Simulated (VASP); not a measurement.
A run of VASP 6.6.1 is set up as follows.

Contents of POSCAR:

```
C
1.0
    5.9476124955      0.0000000001      0.0000000000
   -2.9738062478      5.1507835129      0.0000000000
    0.0000000000      0.0000000000      1.2762415416
C
3
Direct
    0.0000000000      1.0000000000      0.0000000000
    0.3333333333      0.6666666667      0.5000000000
    0.6666666667      0.3333333333      0.5000000000
```

File INCAR.step1:

```
SYSTEM = C
PREC = Accurate
ENCUT = 520
ISMEAR = -1
SIGMA = 0.1
LREAL = .FALSE.
LASPH = .TRUE.
NELM = 100
NBANDS = 13
GGA = PE
ALGO = Normal
EDIFF = 1E-4
LWAVE = .TRUE.
LCHARG = .FALSE.
```

File INCAR.step2:

```
SYSTEM = C
PREC = Accurate
ENCUT = 520
EDIFF = 1E-7
ISMEAR = -1
SIGMA = 0.1
LREAL = .FALSE.
LASPH = .TRUE.
NELM = 100
ALGO = Normal
ISIF = 2
LWAVE = .FALSE.
LCHARG = .FALSE.
METAGGA = R2SCAN
LMIXTAU = .TRUE.
NBANDS = 13
ISTART = 1
```

KPOINTS

```
regular mesh
0
G
  8 8 32
  0 0 0
```

Potentials or basis: VASP PAW PBE potentials, release 64 (C).

The run is started by

```bash
$ cat potpaw_PBE.64/C/POTCAR > POTCAR
$ cp INCAR.step1 INCAR
$ mpirun -np 1 vasp_std > vasp.out
$ cp INCAR.step2 INCAR
$ mpirun -np 1 vasp_std > vasp.out
```

Question: Estimate the pressure.

Answer: 0.1 GPa.

Question: Predict the band gap on the k mesh.

Answer: Zero (bands 6 and 7 overlap by 16.14 eV).

Stress tensor (GPa, compression positive):
```
 1.18  0.00  0.00
 0.00  1.18  0.00
 0.00  0.00 -2.05
```

Caveat: the PAW data sets were made with another functional, which shifts forces and pressure a little.
